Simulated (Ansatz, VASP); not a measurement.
**Two plane-wave programs on Ti**

The input INCAR:

```
  PREC = Accurate
  ENCUT = 600
  EDIFF = 1E-6
  ISMEAR = -1
  SIGMA = 0.1
  LREAL = F
  LASPH = T
  NELM = 80
  ALGO = Normal
  ISIF = 3
  LWAVE = F
  LCHARG = F
  GGA = RP
  IBRION = 2
  NSW = 80
  EDIFFG = -0.01
```

File KPOINTS:

```
regular mesh
0
Gamma
  5 5 5
```

POSCAR

```
Ti
1.0
    5.2080934678      0.0000000000      0.0000000000
    0.0000000000      5.2080934678      0.0000000000
    0.0000000000      0.0000000000      5.2080934678
Ti
8
Direct
    0.0000000000      0.0000000000      0.0000000000
    0.5000000000      0.5000000000      0.5000000000
    0.2500000000      0.0000000000      0.5000000000
    0.7500000000      0.0000000000      0.5000000000
    0.5000000000      0.2500000000      0.0000000000
    0.5000000000      0.7500000000      0.0000000000
    0.0000000000      0.5000000000      0.2500000000
    0.0000000000      0.5000000000      0.7500000000
```

Input for Ansatz:

```yaml
crystal:
  lattice:
    - [5.2080934678, 0.0, 0.0]
    - [0.0, 5.2080934678, 0.0]
    - [0.0, 0.0, 5.2080934678]
  atoms:
    - { symbol: Ti, position: [0.0, 0.0, 0.0] }
    - { symbol: Ti, position: [0.5, 0.5, 0.5] }
    - { symbol: Ti, position: [0.25, 0.0, 0.5] }
    - { symbol: Ti, position: [0.75, 0.0, 0.5] }
    - { symbol: Ti, position: [0.5, 0.25, 0.0] }
    - { symbol: Ti, position: [0.5, 0.75, 0.0] }
    - { symbol: Ti, position: [0.0, 0.5, 0.25] }
    - { symbol: Ti, position: [0.0, 0.5, 0.75] }
hamiltonian:
  xc: rpbe
  pseudopotentials:
    kind: paw
    azcp:
      Ti: "pseudopotentials/Ti.paw.azcp"
basis:
  ecutwfc: 420
  fft_grid_basis: typed
kpoints:
  mp_grid: { grid: [5, 5, 5], shift: [0, 0, 0] }
magnetization:
  spin_polarized: false
scf:
  occupations: { method: fermi_dirac, width: 0.1 }
relax:
  max_steps: 60
  f_tol: 0.01
  cell: {}
```

Alike in both runs: task relaxation of cell and atoms; functional RPBE; k mesh 5 × 5 × 5; occupations fermi-dirac, width 0.1 eV; no spin polarisation.

|  | VASP | Ansatz |
| --- | --- | --- |
| version | VASP 6.6.1 | Ansatz 0.2.0 |
| potentials or method | VASP PAW PBE potentials, release 64 (Ti_sv), cutoff 600 eV | plane waves (420 eV) with PAW, scalar-relativistic |
| valence electrons in the cell | 96 | 96 |

```csv
,VASP,Ansatz,Ansatz less VASP
relaxed volume (Å³/atom),18.05,18.09,+0.045
relaxed length of the cell vector where the two differ most in proportion (Å),5.246,5.250,+0.0044
```

VASP's potentials were made for PBE, not for RPBE.
